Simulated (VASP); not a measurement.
# Ti (P6/mmm) in VASP: a series of runs, part 2 of 2

VASP 6.6.1. Earlier steps stand in the parts before.

### Step 4. Relaxation of cell and atoms, PBE, target pressure 38 GPa, at which the enthalpy is minimised

This run uses another cell than the first one: it holds 3 atoms, not 1.

Contents of INCAR:

```
SYSTEM = Ti
ALGO = Normal
EDIFF = 1E-7
EDIFFG = -0.005
ENCUT = 600
GGA = PE
IBRION = 2
ISIF = 3
ISMEAR = -1
LASPH = .True.
LCHARG = .False.
LREAL = .False.
LWAVE = .False.
NELM = 100
NSW = 60
PREC = Accurate
PSTRESS = 380.0
SIGMA = 0.1
```

Contents of KPOINTS:

```
k-points
0
Gamma
  9 9 12
  0 0 0
```

Contents of POSCAR:

```
Ti
1.0
    4.2472962990      0.0000000000      0.0000000000
   -2.1236481495      3.6782664923      0.0000000000
    0.0000000000      0.0000000000      2.6333237054
Ti
3
Direct
    0.0000000000      0.0000000000      0.0000000000
    0.3333333333      0.6666666667      0.5000000000
    0.6666666667      0.3333333333      0.5000000000
```

Potentials or basis: VASP PAW PBE potentials, release 64 (Ti_sv).

On the command line:

```bash
> cat potpaw_PBE.64/Ti_sv/POTCAR > POTCAR
> mpirun -np 1 vasp_std > vasp.out
```

OUTCAR:

```text
SYSTEM = Ti
   EDIFF = 1E-7
   EDIFFG = -0.005
   ENCUT = 600
   GGA = PE
   IBRION = 2
   ISIF = 3
   ISMEAR = -1
   LASPH = .True.
   LREAL = .False.
   NELM = 100
   NSW = 60
   PREC = Accurate
   PSTRESS = 380.0

 ion  position               nearest neighbor table
   1  0.000  0.000  0.000-   2 2.78   3 2.78   2 2.78   3 2.78   2 2.78   2 2.78   3 2.78   3 2.78
                             3 2.78   3 2.78   2 2.78   2 2.78
   2  0.333  0.667  0.500-   3 2.45   3 2.45   3 2.45   1 2.78   1 2.78   1 2.78   1 2.78   1 2.78
                             1 2.78
   3  0.667  0.333  0.500-   2 2.45   2 2.45   2 2.45   1 2.78   1 2.78   1 2.78   1 2.78   1 2.78
                             1 2.78

  LATTYP: Found a hexagonal cell.
 ALAT       =     4.2472962990
 C/A-ratio  =     0.6200000000

  Lattice vectors:

 A1 = (   4.2472962990,   0.0000000000,   0.0000000000)
 A2 = (  -2.1236481495,   3.6782664923,   0.0000000000)
 A3 = (   0.0000000000,   0.0000000000,   2.6333237054)

Analysis of symmetry for initial positions (statically):
=====================================================================
 Subroutine PRICEL returns:
 Original cell was already a primitive cell.

 Routine SETGRP: Setting up the symmetry group for a
 hexagonal supercell.

 Subroutine GETGRP returns: Found 24 space group operations
 (whereof 24 operations were pure point group operations)
 out of a pool of 24 trial point group operations.

The static configuration has the point symmetry D_6h.

Analysis of symmetry for dynamics (positions and initial velocities):
=====================================================================
 Subroutine PRICEL returns:
 Original cell was already a primitive cell.

 Routine SETGRP: Setting up the symmetry group for a
 hexagonal supercell.

 Subroutine GETGRP returns: Found 24 space group operations
 (whereof 24 operations were pure point group operations)
 out of a pool of 24 trial point group operations.

[... 120 lines left out ...]
   IMIX   =      4    mixing-type and parameters
     AMIX     =   0.40;   BMIX     =  1.00
     AMIX_MAG =   1.60;   BMIX_MAG =  1.00
  volume/ion in A,a.u.               =      13.71        92.54
  Fermi-wavevector in a.u.,A,eV,Ry     =   1.565870  2.959065 33.360784  2.451948
  Thomas-Fermi vector in A             =   2.668282
   LORBIT       =      0    0 simple, 1 ext, 2 COOP (PROOUT), +10 PAW based schemes
   GGA     = PE    functional components
   LHFCALC =     F    Hartree Fock is set to
   AEXX    =    0.0000 exact exchange contribution
   IVDW    =     0    specifies the selected vdW correction
   LEPSILON=     F    determine dielectric tensor
   LRPA    =     F    only Hartree local field effects (RPA)
 conjugate gradient relaxation of ions
 non-spin polarized calculation
  energy-cutoff  :      600.00
  volume of cell :       41.14
 maximum number of plane-waves:      1402
 NGX is ok and might be reduce to    36

--------------------------------------- Ionic step        1  -------------------------------------------

 number of electron      36.0000002 magnetization

 Free energy of the ion-electron system (eV)
  ---------------------------------------------------
  ext. energy  EPLUGINS =         0.00000000
  ---------------------------------------------------
  free energy    TOTEN  =       -22.58393332 eV

  energy without entropy =      -22.49779379  energy(sigma->0) =      -22.54086356

------------------------ aborting loop because EDIFF is reached ----------------------------------------

  FORCE on cell =-STRESS in cart. coord.  units (eV):
  Direction    XX          YY          ZZ          XY          YZ          ZX
  --------------------------------------------------------------------------------------
  -------------------------------------------------------------------------------------
  Total        9.1896178      9.1896178      9.5949202      0.0000000      0.0000000     -0.0000000
  in kB      357.8887376    357.8887376    373.6732011      0.0000000      0.0000000     -0.0000000
  external PRESSURE =     -16.8497746 kB  Pullay stress =     380.0000000 kB
[... 143 lines left out ...]
--------------------------------------- Ionic step        5  -------------------------------------------

 number of electron      36.0000000 magnetization

 Free energy of the ion-electron system (eV)
  ---------------------------------------------------
  ext. energy  EPLUGINS =         0.00000000
  ---------------------------------------------------
  free energy    TOTEN  =       -22.51300831 eV

  energy without entropy =      -22.42820301  energy(sigma->0) =      -22.47060566

 E-fermi :  11.0336     XC(G=0): -12.6981

 val. band max:       11.0199689978   @ k =   0.3333   0.2222   0.0833
 cond. band min:      11.0477043994   @ k =   0.3333   0.1111   0.0000
 fundamental gap:      0.0277354016
 Fermi energy:        11.0335707090

 k-point     1 :       0.0000    0.0000    0.0000
  band No.  band energies     occupation
      1     -45.4625      2.00000
      2     -45.1488      2.00000
      3     -44.8590      2.00000
      4     -21.9448      2.00000
      5     -21.9448      2.00000
      6     -21.8354      2.00000
[... 589 lines left out ...]
     21      11.6507      0.00417
     22      12.6994      0.00000

 [... further k-points ...]
[... 5 lines left out ...]
  --------------------------------------------------------------------------------------
  -------------------------------------------------------------------------------------
  Total        9.6783989      9.6783989      9.6776793      0.0000000      0.0000000      0.0000000
  in kB      379.7814849    379.7814849    379.7532463      0.0000000      0.0000000      0.0000000
  external PRESSURE =      -0.2279279 kB  Pullay stress =     380.0000000 kB
[... 22 lines left out ...]
  energy  without entropy=      -22.4282030144  energy(sigma->0) =      -22.47060566

  enthalpy is  TOTEN    =       -12.8290407325 eV   P V=        9.6839675796

 reached required accuracy - stopping structural energy minimisation
```

OSZICAR:

```text
N       E                     dE             d eps       ncg     rms          rms(c)
DAV:   1     0.454306942254E+03    0.45431E+03   -0.20673E+04  3704   0.235E+03
DAV:   2     0.283638836340E+02   -0.42594E+03   -0.42130E+03  3720   0.612E+02
DAV:   3    -0.201827364818E+02   -0.48547E+02   -0.47330E+02  6966   0.173E+02
DAV:   4    -0.244190232571E+02   -0.42363E+01   -0.41986E+01  5522   0.439E+01
[... 55 lines left out ...]
DAV:   2    -0.225130141160E+02    0.96194E-05   -0.75603E-05  4550   0.112E-01    0.184E-02
DAV:   3    -0.225130128585E+02    0.12575E-05   -0.61326E-05  5032   0.110E-01    0.172E-02
DAV:   4    -0.225130080256E+02    0.48330E-05   -0.29510E-05  5112   0.698E-02    0.277E-03
DAV:   5    -0.225130082327E+02   -0.20715E-06   -0.20772E-06  5018   0.162E-02    0.146E-03
DAV:   6    -0.225130083120E+02   -0.79333E-07   -0.13426E-07  2510   0.531E-03
   5 F= -.12829041E+02 E0= -.12786638E+02  d E =-.321014E-03
```

CONTCAR:

```text
Ti
   1.00000000000000
     4.2278174880429376    0.0000000000000000   -0.0000000000000000
    -2.1139087440214688    3.6613973471618571   -0.0000000000000000
     0.0000000000000000   -0.0000000000000000    2.6376503182494164
  Ti
     3
Direct
     0.0000000000000000    1.0000000000000000    0.0000000000000000
     0.3333333332999970    0.6666666667000030    0.5000000000000000
     0.6666666667000030    0.3333333332999970    0.5000000000000000

  0.00000000E+00  0.00000000E+00  0.00000000E+00
  0.00000000E+00  0.00000000E+00  0.00000000E+00
  0.00000000E+00  0.00000000E+00  0.00000000E+00
```

Wall time 5.3 min (1 thread of Intel Xeon Platinum 8259CL at 2.50GHz (Skylake/Cascade Lake), shared host); peak memory 0.23 GiB.

What came out:

* Free energy: -22.5130 eV
* Relaxed volume: 13.61 Å³/atom
* Relaxed cell: a = 4.228 Å, b = 4.228 Å, c = 2.638 Å, α = 90.00°, β = 90.00°, γ = 120.00°
* Space group after relaxing (to 0.1 Å): P6/mmm (No. 191)
* Energy change on relaxing (the run minimises the enthalpy): +23.6 meV/atom
* Ionic steps: 5
* Pressure after relaxing: 38.0 GPa
* Band gap on the k mesh: zero (bands 18 and 19 overlap by 0.56 eV)

Step by step:
```
step  energy change (eV)  largest force (eV/Å)  pressure (GPa)  volume (Å³)
   1              0.0000                0.0000           36.32        41.14
   2              0.2052                0.0000           41.13        40.29
   3              0.0788                0.0000           38.19        40.80
   4              0.0703                0.0000           37.98        40.83
   5              0.0709                0.0000           37.98        40.83
```

Final structure:
```
Ti
1.0
     4.22782    0.00000    0.00000
    -2.11391    3.66140    0.00000
     0.00000    0.00000    2.63765
Ti
3
Direct
  0.00000 0.00000 0.00000
  0.33333 0.66667 0.50000
  0.66667 0.33333 0.50000
```

Levels at points of the mesh, in eV from the Fermi level:
| k point | band 16 | band 17 | band 18 | band 19 | band 20 | band 21 |
| --- | --- | --- | --- | --- | --- | --- |
| (0.00, 0.00, 0.00) | -0.67 | -0.59 | -0.59 | 0.08 | 0.88 | 1.61 |
| (0.00, 0.00, 0.50) | -2.20 | -2.10 | -1.58 | 1.30 | 1.30 | 1.67 |

Caveat: the cell is relaxed towards a set pressure, so the run minimises the enthalpy, not the energy.

### Step 5. Overview

```csv
cell,k mesh,gap on the mesh (eV),pressure (GPa)
"relaxed to 38 GPa from a = 2.584, b = 2.584, c = 2.429 Å, angles 90.0, 90.0, 120.0°, 1 atom, atomic positions A",17 × 17 × 16,none,38.0
"relaxed to 38 GPa from a = 4.232, b = 4.232, c = 2.641 Å, angles 90.0, 90.0, 120.0°, 3 atoms, atomic positions B",9 × 9 × 12,none,38.0
"relaxed to 38 GPa from a = 4.247, b = 4.247, c = 2.633 Å, angles 90.0, 90.0, 120.0°, 3 atoms, atomic positions B",9 × 9 × 12,none,38.0
```

Alike in all rows: task relaxation of cell and atoms; level PBE; potentials or basis VASP PAW PBE potentials, release 64 (Ti_sv); no spin polarisation; cutoff (eV) 600; smearing fermi-dirac 0.1 eV.

Caveats: the cell is relaxed towards a set pressure, so the run minimises the enthalpy, not the energy.

Total energies depend on the potentials used, so only differences within one code and one set of settings carry meaning.
